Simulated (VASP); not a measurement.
# CrCo (P6_3/mmc) in VASP: a series of runs

The runs below take CrCo through single point, with PBE.

Program: VASP 6.6.1. These are calculated values, not measurements. Logs are shortened: lines on timing, memory, paths and dates and some standing lists are left out, and cuts for length are marked.

**1. The cell of the first run**

The structure is hexagonal, space group P6_3/mmc (No. 194). Conventional cell: a = 3.050 Å, b = 3.050 Å, c = 4.461 Å, α = 90.00°, β = 90.00°, γ = 120.00°. Cr (site symmetry -6m2) has 6 Co at 2.08 Å within 2.8 Å. Co (site symmetry -3m) has 6 Cr at 2.08 Å and 2 Co at 2.23 Å within 2.8 Å.

**2. Single point, PBE, collinear spin, ferromagnetic start**

Input file INCAR:

```
PREC = Accurate ; ENCUT = 520
EDIFF = 1E-7 ; ISMEAR = 0
SIGMA = 0.1 ; LREAL = False
LASPH = True ; NELM = 150
ALGO = Normal ; ISIF = 2
LWAVE = False ; LCHARG = False
ISPIN = 2 ; MAGMOM = 3 3 3 3
LORBIT = 11 ; LMAXMIX = 4
GGA = PE ; NBANDS = 33
```

Input file KPOINTS:

```
regular mesh
0
Gamma
  6 6 4
```

Input file POSCAR:

```
CrCo
1.0
    3.0495770200      0.0000000000      0.0000000000
   -1.5247885100      2.6410111700      0.0000000000
    0.0000000000      0.0000000000      4.4612966400
Cr Co
2 2
Direct
    0.3333333300      0.6666666700      0.2500000000
    0.6666666700      0.3333333300      0.7500000000
    0.0000000000      0.0000000000      0.0000000000
    0.0000000000      0.0000000000      0.5000000000
```

Potentials or basis: VASP PAW PBE potentials, release 64 (Cr_pv, Co).

Launch:

```
$ cat potpaw_PBE.64/Cr_pv/POTCAR potpaw_PBE.64/Co/POTCAR > POTCAR
$ mpirun -np 1 vasp_std > vasp.out
```

OUTCAR:

```text
PREC = Accurate
   ENCUT = 520
   EDIFF = 1E-7
   ISMEAR = 0
   LREAL = False
   LASPH = True
   NELM = 150
   ISIF = 2
   ISPIN = 2
   LORBIT = 11
   GGA = PE

 ion  position               nearest neighbor table
   1  0.333  0.667  0.250-   3 2.08   4 2.08   3 2.08   4 2.08   3 2.08   4 2.08   2 2.84   2 2.84
                             2 2.84   2 2.84   2 2.84   2 2.84
   2  0.667  0.333  0.750-   3 2.08   4 2.08   3 2.08   4 2.08   3 2.08   4 2.08   1 2.84   1 2.84
                             1 2.84   1 2.84   1 2.84   1 2.84
   3  0.000  0.000  0.000-   1 2.08   2 2.08   1 2.08   2 2.08   2 2.08   1 2.08   4 2.23   4 2.23

   4  0.000  0.000  0.500-   1 2.08   2 2.08   1 2.08   2 2.08   2 2.08   1 2.08   3 2.23   3 2.23

  LATTYP: Found a hexagonal cell.
 ALAT       =     3.0495770200
 C/A-ratio  =     1.4629230909

  Lattice vectors:

 A1 = (   3.0495770200,   0.0000000000,   0.0000000000)
 A2 = (  -1.5247885100,   2.6410111700,   0.0000000000)
 A3 = (   0.0000000000,   0.0000000000,   4.4612966400)

Analysis of symmetry for initial positions (statically):
=====================================================================
 Subroutine PRICEL returns:
 Original cell was already a primitive cell.

 Routine SETGRP: Setting up the symmetry group for a
 hexagonal supercell.

 Subroutine GETGRP returns: Found 24 space group operations
 (whereof 12 operations were pure point group operations)
 out of a pool of 24 trial point group operations.

The static configuration has the point symmetry D_3d.
 The point group associated with its full space group is D_6h.

Analysis of symmetry for dynamics (positions and initial velocities):
=====================================================================
 Subroutine PRICEL returns:
 Original cell was already a primitive cell.

 Routine SETGRP: Setting up the symmetry group for a
 hexagonal supercell.

 Subroutine GETGRP returns: Found 24 space group operations
 (whereof 12 operations were pure point group operations)
 out of a pool of 24 trial point group operations.

The dynamic configuration has the point symmetry D_3d.
 The point group associated with its full space group is D_6h.

Analysis of structural, dynamic, and magnetic symmetry:
=====================================================================
 Subroutine PRICEL returns:
 Original cell was already a primitive cell.

 Routine SETGRP: Setting up the symmetry group for a
 hexagonal supercell.

 Subroutine GETGRP returns: Found 24 space group operations
 (whereof 12 operations were pure point group operations)
 out of a pool of 24 trial point group operations.

The overall configuration has the point symmetry D_3d.
 The point group associated with its full space group is D_6h.

 Subroutine INISYM returns: Found 24 space group operations
 (whereof 12 operations are pure point group operations),
 and found     1 'primitive' translations

----------------------------------------------------------------------------------------

                                     Primitive cell

  volume of cell :      35.9311

  direct lattice vectors                    reciprocal lattice vectors
     3.049577020  0.000000000  0.000000000     0.327914328  0.189321426  0.000000000
    -1.524788510  2.641011170  0.000000000     0.000000000  0.378642851  0.000000000
     0.000000000  0.000000000  4.461296640     0.000000000  0.000000000  0.224150080

  length of vectors
     3.049577020  3.049577020  4.461296640     0.378642851  0.378642851  0.224150080

  position of ions in fractional coordinates (direct lattice)
     0.333333330  0.666666670  0.250000000
     0.666666670  0.333333330  0.750000000
     0.000000000  0.000000000  0.000000000
     0.000000000  0.000000000  0.500000000

  ion indices of the primitive-cell ions
   primitive index   ion index
                 1           1
                 2           2
                 3           3
                 4           4

----------------------------------------------------------------------------------------

 KPOINTS: regular mesh

Automatic generation of k-mesh.
 Grid dimensions read from file:
 generate k-points for:    6    6    4

 Generating k-lattice:

  Cartesian coordinates                     Fractional coordinates (reciprocal lattice)
     0.054652388  0.031553571  0.000000000     0.166666667  0.000000000  0.000000000
     0.000000000  0.063107142  0.000000000     0.000000000  0.166666667  0.000000000
     0.000000000  0.000000000  0.056037520     0.000000000  0.000000000  0.250000000

  Length of vectors
     0.063107142  0.063107142  0.056037520

  Shift w.r.t. Gamma in fractional coordinates (k-lattice)
     0.000000000  0.000000000  0.000000000

 Subroutine IBZKPT returns following result:
 ===========================================

 Found     21 irreducible k-points:

 Following reciprocal coordinates:
            Coordinates               Weight
  0.000000  0.000000  0.000000      1.000000
  0.166667 -0.000000  0.000000      6.000000
  0.333333 -0.000000  0.000000      6.000000
  0.500000 -0.000000  0.000000      3.000000
  0.166667  0.166667  0.000000      6.000000
  0.333333  0.166667  0.000000     12.000000
[... 13 lines left out ...]
  0.333333  0.166667  0.500000     12.000000
  0.333333  0.333333  0.500000      2.000000
   k-points           NKPTS =     21   k-points in BZ     NKDIM =     21   number of bands    NBANDS=     33
   number of dos      NEDOS =    301   number of ions     NIONS =      4
   total plane-waves  NPLWV =  20736
   dimension x,y,z NGX =    24 NGY =   24 NGZ =   36
   dimension x,y,z NGXF=    48 NGYF=   48 NGZF=   72
   ions per type =               2   2
   NGX,Y,Z   is equivalent  to a cutoff of  13.08, 13.08, 13.42 a.u.
   NGXF,Y,Z  is equivalent  to a cutoff of  26.17, 26.17, 26.83 a.u.
 SYSTEM =  unknown system
   PREC   = accura    normal or accurate (medium, high low for compatibility)
   ISTART =      0    job   : 0-new  1-cont  2-samecut
   ICHARG =      2    charge: 1-file 2-atom 10-const
   ISPIN  =      2    spin polarized calculation?
   LNONCOLLINEAR =      F non collinear calculations
   LSORBIT =      F    spin-orbit coupling
   LASPH  =      T    aspherical Exc in radial PAW
   ENCUT  =  520.0 eV  38.22 Ry    6.18 a.u.   5.67  5.67  8.30*2*pi/ulx,y,z
   NELM   =    150;   NELMIN=  2; NELMDL= -5     # of ELM steps
   EDIFF  = 0.1E-06   stopping-criterion for ELM
   LREAL  =      F    real-space projection
   EDIFFG = 0.1E-05   stopping-criterion for IOM
   NSW    =      0    number of steps for IOM
   IBRION =     -1    ionic relax: 0-MD 1-quasi-New 2-CG
   NFREE  =      0    steps in history (QN), initial steepest desc. (CG)
   ISIF   =      2    stress and relaxation
   ISYM   =      2    0-nonsym 1-usesym 2-fastsym
   POTIM  = 0.5000    time-step for ionic-motion
   TEBEG  =    0.0;   TEEND  =   0.0 temperature during run
   PSTRESS=    0.0 pullay stress
   NELECT =      42.0000    total number of electrons
   NUPDOWN=      -1.0000    fix difference up-down
   EMIN   =  10.00;   EMAX   =-10.00  energy-range for DOS
   EFERMI =   0.00;   METHOD = LEGACY
   ISMEAR =     0;   SIGMA  =   0.10  broadening in eV -4-tet -1-fermi 0-gaus
   EFERMI_NEDOS =   21; number of points for ismear=-14 and -15
   IALGO  =     38    algorithm
   IMIX   =      4    mixing-type and parameters
     AMIX     =   0.40;   BMIX     =  1.00
     AMIX_MAG =   1.60;   BMIX_MAG =  1.00
  volume/ion in A,a.u.               =       8.98        60.62
  Fermi-wavevector in a.u.,A,eV,Ry     =   1.724518  3.258866 40.463192  2.973961
  Thomas-Fermi vector in A             =   2.800191
   LORBIT       =     11    0 simple, 1 ext, 2 COOP (PROOUT), +10 PAW based schemes
   GGA     = PE    functional components
   LHFCALC =     F    Hartree Fock is set to
   AEXX    =    0.0000 exact exchange contribution
   IVDW    =     0    specifies the selected vdW correction
   LEPSILON=     F    determine dielectric tensor
   LRPA    =     F    only Hartree local field effects (RPA)
 spin polarized calculation
 Gauss-broadening in eV      SIGMA  =   0.10
  energy-cutoff  :      520.00
  volume of cell :       35.93
 maximum number of plane-waves:      1000
 NGX is ok and might be reduce to    24
   NGX = 11   NGY = 11   NGZ = 17

 number of electron      42.0000023 magnetization      -0.0000257

 number of electron      42.0000023 magnetization       0.0001498

 Free energy of the ion-electron system (eV)
  ---------------------------------------------------
  ext. energy  EPLUGINS =         0.00000000
  ---------------------------------------------------
  free energy    TOTEN  =       -26.00778650 eV

  energy without entropy =      -25.98255948  energy(sigma->0) =      -25.99517299

 E-fermi :  14.7370     XC(G=0): -14.7407

 val. band max:       14.7207106685   @ k =   0.5000  -0.0000   0.2500
 cond. band min:      14.7758831826   @ k =   0.1667  -0.0000   0.5000
 fundamental gap:      0.0551725142
 Fermi energy:        14.7369940693

 spin component 1

 k-point     1 :       0.0000    0.0000    0.0000
  band No.  band energies     occupation
      1     -29.0417      1.00000
      2     -28.8120      1.00000
      3     -28.8120      1.00000
      4     -28.7082      1.00000
      5     -28.6998      1.00000
      6     -28.6998      1.00000
[... 745 lines left out ...]
     32      21.6397      0.00000
     33      21.8071      0.00000
 Fermi energy:        14.7369940693

 spin component 2

 k-point     1 :       0.0000    0.0000    0.0000
  band No.  band energies     occupation
      1     -29.0417      1.00000
      2     -28.8119      1.00000
      3     -28.8119      1.00000
      4     -28.7081      1.00000
      5     -28.6997      1.00000
      6     -28.6997      1.00000
[... 745 lines left out ...]
     32      21.6397      0.00000
     33      21.8072      0.00000

------------------------ aborting loop because EDIFF is reached ----------------------------------------

  FORCE on cell =-STRESS in cart. coord.  units (eV):
  Direction    XX          YY          ZZ          XY          YZ          ZX
  --------------------------------------------------------------------------------------
  -------------------------------------------------------------------------------------
  Total       31.0251962     31.0251962     27.9396780     -0.0000000      0.0000000      0.0000000
  in kB     1383.4203953   1383.4203951   1245.8364487     -0.0000000      0.0000000      0.0000000
  external PRESSURE =    1337.5590797 kB  Pullay stress =       0.0000000 kB

 VOLUME and BASIS-vectors are now :
 -----------------------------------------------------------------------------
  energy-cutoff  :      520.00
  volume of cell :       35.93
      direct lattice vectors                 reciprocal lattice vectors
     3.049577020  0.000000000  0.000000000     0.327914328  0.189321426  0.000000000
    -1.524788510  2.641011170  0.000000000     0.000000000  0.378642851  0.000000000
     0.000000000  0.000000000  4.461296640     0.000000000  0.000000000  0.224150080

 POSITION                                       TOTAL-FORCE (eV/Angst)
 -----------------------------------------------------------------------------------
     -0.00000      1.76067      1.11532         0.000000     -0.000000      0.000000
      1.52479      0.88034      3.34597         0.000000      0.000000      0.000000
      0.00000      0.00000      0.00000        -0.000000      0.000000      0.000000
      0.00000      0.00000      2.23065        -0.000000      0.000000      0.000000
 -----------------------------------------------------------------------------------
    total drift:                               -0.000004      0.000002     -0.000000

  FREE ENERGIE OF THE ION-ELECTRON SYSTEM (eV)
  ---------------------------------------------------
  free  energy   TOTEN  =       -26.0077865037 eV

  energy  without entropy=      -25.9825594801  energy(sigma->0) =      -25.99517299

 total charge

# of ion       s       p       d       tot
------------------------------------------
    1        0.505   6.506   4.658  11.668
    2        0.505   6.506   4.658  11.668
    3        0.780   0.901   7.748   9.429
    4        0.780   0.901   7.748   9.429
--------------------------------------------------
tot          2.569  14.815  24.811  42.194

 magnetization (x)

# of ion       s       p       d       tot
------------------------------------------
    1        0.000   0.000   0.000   0.000
    2        0.000   0.000   0.000   0.000
    3       -0.000   0.000   0.000   0.000
    4       -0.000   0.000   0.000   0.000
--------------------------------------------------
tot         -0.000   0.000   0.000   0.000
```

Run time: 50 s. Hardware: 1 thread of Intel Xeon Platinum 8488C (Sapphire Rapids), shared host; peak memory 0.19 GiB.

What came out:

```
Free energy            : -26.0078 eV
Pressure               : 133.8 GPa
Band gap on the k mesh : zero (filled and empty bands overlap)
Net moment             : 0.00 μB per cell
```

Levels at points of the mesh, in eV from the Fermi level:
Spin up:
```tsv
k point	band 17	band 18	band 19	band 20	band 21	band 22	band 23	band 24	band 25	band 26
(0.00, 0.00, 0.00)	-2.06	-2.06	-1.82	-1.82	-0.03	-0.03	0.91	2.07	2.07	2.70
(0.50, 0.00, 0.00)	-2.21	-2.00	-1.82	-1.68	-1.67	-0.17	0.74	0.94	1.16	1.81
(0.00, 0.00, 0.50)	-4.76	-4.76	0.37	0.37	0.43	0.43	0.43	0.43	2.20	2.20
(0.50, 0.00, 0.50)	-2.66	-2.66	-1.21	-1.21	-0.64	-0.64	0.60	0.60	1.19	1.19
```
Spin down:
```
           k point  band 18  band 19  band 20  band 21  band 22  band 23  band 24  band 25
(0.00, 0.00, 0.00)    -2.06    -1.82    -1.82    -0.03    -0.03     0.91     2.07     2.07
(0.50, 0.00, 0.00)    -2.00    -1.82    -1.68    -1.67    -0.17     0.74     0.94     1.16
(0.00, 0.00, 0.50)    -4.76     0.37     0.37     0.43     0.43     0.43     0.43     2.20
(0.50, 0.00, 0.50)    -2.66    -1.21    -1.21    -0.64    -0.64     0.60     0.60     1.19
```

Caveat: the k points lie up to 0.40 Å⁻¹ apart; the starting moments collapsed, and a magnetic state may lie lower.

**3. Single point, PBE, collinear spin, ferromagnetic start**

This run uses another cell than the first one, of 12.48 Å³/atom, 1.389 times its volume.

Input file INCAR:

```
SYSTEM = CrCo
PREC     = Accurate       ! precision mode
ENCUT    = 520            ! plane-wave cutoff, eV
EDIFF    = 1E-6           ! SCF threshold, eV
ISMEAR   = 0              ! smearing method
SIGMA    = 0.1            ! smearing width, eV
LREAL    = .FALSE.        ! projectors in reciprocal space
LASPH    = .TRUE.         ! aspherical terms in the spheres
NELM     = 150            ! most SCF steps
ALGO     = Fast           ! electronic algorithm
ISIF     = 2              ! what is computed and relaxed
LWAVE    = .FALSE.        ! write WAVECAR
LCHARG   = .TRUE.         ! write CHGCAR
ISPIN    = 2              ! spin polarisation
MAGMOM   = 3 3 3 3        ! initial moments
LORBIT   = 11             ! projections on sites
LMAXMIX  = 4              ! l up to which the mixer works
GGA      = PE             ! functional
LELF     = .TRUE.         ! ELF
LVHAR    = .TRUE.       
NBANDS   = 33             ! bands
```

Input file KPOINTS:

```
Automatic mesh
0
G
  6 6 4
  0 0 0
```

Input file POSCAR:

```
CrCo
1.0
    3.4910779064      0.0000000000      0.0000000000
   -1.7455389532      3.0233621535      0.0000000000
    0.0000000000      0.0000000000      4.7288166845
Cr Co
2 2
Direct
    0.3333333333      0.6666666667      0.2500000000
    0.6666666667      0.3333333333      0.7500000000
    0.0000000000      0.0000000000      0.0000000000
    0.0000000000      0.0000000000      0.5000000000
```

Potentials or basis: VASP PAW PBE potentials, release 64 (Cr_pv, Co).

Launch:

```
$ cat potpaw_PBE.64/Cr_pv/POTCAR potpaw_PBE.64/Co/POTCAR > POTCAR
$ mpirun -np 1 vasp_std > vasp.out
```

Wall time 94 s (1 thread of Intel Xeon Platinum 8488C (Sapphire Rapids), shared host); peak memory 0.21 GiB.

It converged, with:

* Free energy: -30.4097 eV
* Pressure: -0.3 GPa
* Net moment: 0.67 μB per cell
* Site moments: Cr +0.36; Co -0.03 μB
* Valence electrons inside the program's atomic spheres: Cr 10.85; Co 8.59

Stress tensor (GPa, compression positive):
```
-0.40  0.00  0.00
 0.00 -0.40  0.00
 0.00  0.00 -0.21
```

Levels at points of the mesh, in eV from the Fermi level:
Spin up:
| k point | band 20 | band 21 | band 22 | band 23 | band 24 | band 25 |
| --- | --- | --- | --- | --- | --- | --- |
| (0.00, 0.00, 0.00) | -0.86 | -0.13 | -0.13 | 0.46 | 1.12 | 1.12 |
| (0.50, 0.00, 0.00) | -0.94 | -0.84 | -0.33 | 0.40 | 0.47 | 0.77 |
| (0.00, 0.00, 0.50) | 0.15 | 0.15 | 0.15 | 0.22 | 0.22 | 1.31 |
| (0.50, 0.00, 0.50) | -0.87 | -0.62 | -0.62 | 0.31 | 0.31 | 0.67 |
Spin down:
```
           k point  band 17  band 18  band 19  band 20  band 21  band 22  band 23  band 24  band 25  band 26
(0.00, 0.00, 0.00)    -1.21    -1.21    -0.87    -0.87     0.21     0.21     0.68     1.37     1.37     1.70
(0.50, 0.00, 0.00)    -1.46    -0.94    -0.92    -0.85    -0.85     0.02     0.66     0.66     0.84     1.36
(0.00, 0.00, 0.50)    -3.00    -3.00     0.35     0.35     0.35     0.35     0.38     0.38     1.55     1.55
(0.50, 0.00, 0.50)    -1.71    -1.71    -0.78    -0.78    -0.36    -0.36     0.58     0.58     0.92     0.92
```
